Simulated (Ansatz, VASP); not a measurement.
## Two plane-wave programs on AlIn2As3

Contents of INCAR:

```
PREC = Accurate ; ENCUT = 520
EDIFF = 1E-6 ; ISMEAR = 0
SIGMA = 0.1 ; LREAL = False
LASPH = True ; NELM = 60
ALGO = Normal ; ISIF = 2
LWAVE = False ; LCHARG = True
GGA = PE ; LELF = True
LVHAR = True ; NBANDS = 31
```

Contents of KPOINTS:

```
regular mesh
0
Gamma
  6 6 6
```

POSCAR

```
AlIn2As3
1.0
   -2.1285591000      2.1285591000      9.0600623000
    2.1285591000     -2.1285591000      9.0600623000
    2.1285591000      2.1285591000     -9.0600623000
Al In As
1 2 3
Direct
    0.0000000000      0.0000000000      0.0000000000
    0.6624760000      0.6624760000      0.0000000000
    0.3375240000      0.3375240000      0.0000000000
    0.4259960000      0.9259960000      0.5000000000
    0.0740040000      0.5740040000      0.5000000000
    0.7500000000      0.2500000000      0.5000000000
```

Input for Ansatz:

```yaml
crystal:
  lattice:
    - [-2.1285591, 2.1285591, 9.0600623]
    - [2.1285591, -2.1285591, 9.0600623]
    - [2.1285591, 2.1285591, -9.0600623]
  atoms:
    - { symbol: Al, position: [0.0, 0.0, 0.0] }
    - { symbol: In, position: [0.662476, 0.662476, 0.0] }
    - { symbol: In, position: [0.337524, 0.337524, 0.0] }
    - { symbol: As, position: [0.425996, 0.925996, 0.5] }
    - { symbol: As, position: [0.074004, 0.574004, 0.5] }
    - { symbol: As, position: [0.75, 0.25, 0.5] }
basis:
  ecutwfc: 420
kpoints:
  mp_grid: { grid: [6, 6, 6] }
hamiltonian:
  xc: pbe
scf:
  occupations: { method: gaussian, width: 0.1 }
  lower_state_search: "off"
output:
  forces: true
  stress: true
  eigenvalues: true
```

Alike in both runs: task single point; functional PBE; k mesh 6 × 6 × 6; occupations gaussian, width 0.1 eV; no spin polarisation.

|  | VASP | Ansatz |
| --- | --- | --- |
| version | VASP 6.6.1 | Ansatz 0.2.0 |
| potentials or method | VASP PAW PBE potentials, release 64 (Al, In_d, As), cutoff 520 eV | scalar-relativistic, plane waves, PAW |
| valence electrons in the cell | 44 | 74 |

```csv
,VASP,Ansatz,Ansatz less VASP
gap on the k mesh at the Fermi level (eV),0.11,0.11,-0.002
least direct gap on the mesh (eV),0.11,0.11,-0.002
pressure (GPa),0.1,0.0,-0.07
"traceless stress, the component that is largest in VASP (GPa)",-0.08,-0.08,+0.001
```

VASP's potentials hold 44 valence electrons a cell and Ansatz's 74, so a difference there can come from the potentials and not from the codes.
